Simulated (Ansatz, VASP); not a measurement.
KCl: VASP beside Ansatz

File INCAR:

```
PREC     = Accurate       # precision mode
ENCUT    = 520            # plane-wave cutoff, eV
EDIFF    = 1E-8           # SCF threshold, eV
ISMEAR   = -1             # smearing method
SIGMA    = 0.03           # smearing width, eV
LREAL    = False          # projectors in reciprocal space
LASPH    = True           # aspherical terms in the spheres
NELM     = 80             # most SCF steps
ALGO     = Normal         # electronic algorithm
ISIF     = 2              # what is computed and relaxed
LWAVE    = False          # write WAVECAR
LCHARG   = False          # write CHGCAR
GGA      = PS             # functional
LEFG     = True         
NBANDS   = 15             # bands
```

Contents of KPOINTS:

```
Automatic mesh
0
Gamma
  7 7 7
```

POSCAR

```
KCl
1.0
    0.0000000000      3.0916717177      3.0916717177
    3.0916717177      0.0000000000      3.0916717177
    3.0916717177      3.0916717177      0.0000000000
K Cl
1 1
Direct
    0.0000000000      0.0000000000      0.0000000000
    0.5000000000      0.5000000000      0.5000000000
```

Input for Ansatz:

```yaml
crystal:
  lattice:
    - [0.0, 3.0916717177, 3.0916717177]
    - [3.0916717177, 0.0, 3.0916717177]
    - [3.0916717177, 3.0916717177, 0.0]
  atoms:
    - { symbol: K, position: [0.0, 0.0, 0.0] }
    - { symbol: Cl, position: [0.5, 0.5, 0.5] }
kpoints:
  mp_grid: { grid: [7, 7, 7] }
scf:
  occupations: { method: fermi_dirac, width: 0.03 }
hamiltonian:
  xc: pbesol
  pseudopotentials: { kind: all_electron, datasets: crystal }
output:
  forces: true
  stress: true
  eigenvalues: true
  efg: { contact_densities: true }
```

Change from the starting cell: volume scaled by 0.94, crystal datasets.

Alike in both runs: task electric field gradients; functional PBEsol; k mesh 7 × 7 × 7; occupations fermi-dirac, width 0.03 eV; no spin polarisation.

```csv
,VASP,Ansatz
version,VASP 6.6.1,Ansatz 0.2.0
potentials or method,"VASP PAW PBE potentials, release 64 (K_sv, Cl), cutoff 520 eV","all-electron PAW with datasets made for the crystal, scalar-relativistic"
```

|  | VASP | Ansatz | Ansatz less VASP |
| --- | --- | --- | --- |
| gap on the k mesh at the Fermi level (eV) | 5.19 | 5.20 | +0.004 |
| pressure (GPa) | 0.6 | 0.6 | -0.06 |

VASP's potentials were made for PBE, not for PBEsol. Ansatz ran all-electron here, and VASP with PAW potentials.
